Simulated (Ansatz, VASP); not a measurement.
# One calculation of SrTiO3, two programs

Contents of INCAR:

```
SYSTEM = SrTiO3
  ALGO = Normal
  EDIFF = 1E-7
  ENCUT = 520
  GGA = PS
  ISIF = 2
  ISMEAR = 0
  LASPH = .True.
  LCHARG = .False.
  LREAL = .False.
  LWAVE = .False.
  NBANDS = 51
  NELM = 100
  PREC = Accurate
  SIGMA = 0.05
```

KPOINTS

```
k-points
0
Gamma
  8 8 8
  0 0 0
```

Contents of POSCAR:

```
SrTiO3
1.0
   -2.6891973613      2.6891973613      3.8261011887
    2.6891973613     -2.6891973613      3.8261011887
    2.6891973613      2.6891973613     -3.8261011887
Sr Ti O
2 2 6
Direct
    0.7500000000      0.2500000000      0.5000000000
    0.2500000000      0.7500000000      0.5000000000
    0.0000000000      0.0000000000      0.0000000000
    0.5000000000      0.5000000000      0.0000000000
    0.2500000000      0.2500000000      0.0000000000
    0.7500000000      0.7500000000      0.0000000000
    0.7252818597      0.2252818597      0.9505637194
    0.2252818597      0.2747181403      0.5000000000
    0.2747181403      0.7747181403      0.0494362806
    0.7747181403      0.7252818597      0.5000000000
```

Input for Ansatz:

```yaml
crystal:
  lattice:
    - [-2.6891973613, 2.6891973613, 3.8261011887]
    - [2.6891973613, -2.6891973613, 3.8261011887]
    - [2.6891973613, 2.6891973613, -3.8261011887]
  atoms:
    - { symbol: Sr, position: [0.75, 0.25, 0.5] }
    - { symbol: Sr, position: [0.25, 0.75, 0.5] }
    - { symbol: Ti, position: [0.0, 0.0, 0.0] }
    - { symbol: Ti, position: [0.5, 0.5, 0.0] }
    - { symbol: O, position: [0.25, 0.25, 0.0] }
    - { symbol: O, position: [0.75, 0.75, 0.0] }
    - { symbol: O, position: [0.7252818597, 0.2252818597, 0.9505637194] }
    - { symbol: O, position: [0.2252818597, 0.2747181403, 0.5] }
    - { symbol: O, position: [0.2747181403, 0.7747181403, 0.0494362806] }
    - { symbol: O, position: [0.7747181403, 0.7252818597, 0.5] }
basis:
  ecutwfc: 520.0
kpoints:
  mp_grid: { grid: [8, 8, 8] }
hamiltonian:
  xc: pbesol
  pseudopotentials: { kind: paw, azcp: { folder: soft_1 } }
scf:
  occupations: { method: gaussian, width: 0.05 }
output:
  forces: true
  stress: true
  eigenvalues: true
  write_density: true
  write_potential: true
  elf: true
  volumetric_format: npy
```

Change from the starting cell: equal engineering shear yz, xz and xy +0.0000, equal normal strain along x, y and z -0.0200.

Alike in both runs: task single point; functional PBEsol; k mesh 8 × 8 × 8; occupations gaussian, width 0.05 eV; no spin polarisation.

|  | VASP | Ansatz |
| --- | --- | --- |
| version | VASP 6.6.1 | Ansatz 0.2.0 |
| potentials or method | VASP PAW PBE potentials, release 64 (Sr_sv, Ti_sv, O), cutoff 520 eV | scalar-relativistic, plane waves, PAW |
| valence electrons in the cell | 80 | 80 |

Ansatz gave:

| Quantity | Value |
| --- | --- |
| gap on the k mesh at the Fermi level (eV) | 2.09 |
| least direct gap on the mesh (eV) | 2.10 |
| pressure (GPa) | 12.9 |
| traceless stress, the component that is largest in VASP (GPa) | 0.21 |
| rms of the force components (eV/Å) | 0.019 |

Problem. Estimate VASP's values.

Solution. gap on the k mesh at the Fermi level (eV): 2.05; least direct gap on the mesh (eV): 2.06; pressure (GPa): 13.7; traceless stress, the component that is largest in VASP (GPa): 0.24; rms of the force components (eV/Å): 0.015.

VASP's potentials were made for PBE, not for PBEsol, and Ansatz warns of the same on its side. Atom by atom the forces differ by 0.004 eV/Å (rms over components). The functional is the same, so the differences come from potentials, cutoffs and numerics.
